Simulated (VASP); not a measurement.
InSe, 8 atoms in the cell. Symmetry: P6_3/mmc, No. 194, hexagonal system. The conventional cell has a = 4.050 Å, b = 4.050 Å, c = 16.930 Å, α = 90.00°, β = 90.00°, γ = 120.00°. In (site symmetry 3m) has 3 Se at 2.52 Å and 1 In at 3.15 Å within 3.3 Å. Within 3.3 Å of Se (site symmetry 3m) lie 3 In at 2.52 Å. 

* Program: VASP 6.6.1
* Task: relaxation of cell and atoms
* Functional: PBE
* Dispersion: D3(BJ)
* Potentials or basis: VASP PAW PBE potentials, release 64 (In_d, Se)
* Cutoff: 600 eV
* k mesh: 6 × 6 × 2
* Occupations: gaussian, width 0.1 eV
* Spin: no spin polarisation
* Dipole correction: no
* Further INCAR settings: ALGO = Normal; EDIFF = 1e-07; IBRION = 2; EDIFFG = -0.05; NSW = 100; ISIF = 3

Potentials or basis: VASP PAW PBE potentials, release 64 (In_d, Se).

Run with:

```sh
$ cat potpaw_PBE.64/In_d/POTCAR potpaw_PBE.64/Se/POTCAR > POTCAR
$ mpirun -np 1 vasp_std > vasp.out
```

Hardware: 1 thread of Intel(R) Xeon(R) Platinum 8559C (Emerald Rapids) (shared host).

**Question.** How long does it take, and how much memory?

**Answer.** Run time: 18 min on 1 thread of Intel(R) Xeon(R) Platinum 8559C (Emerald Rapids), with other jobs on the host, peak memory 0.51 GiB. Counts: scf iterations 113, k points 14, ion steps 9.
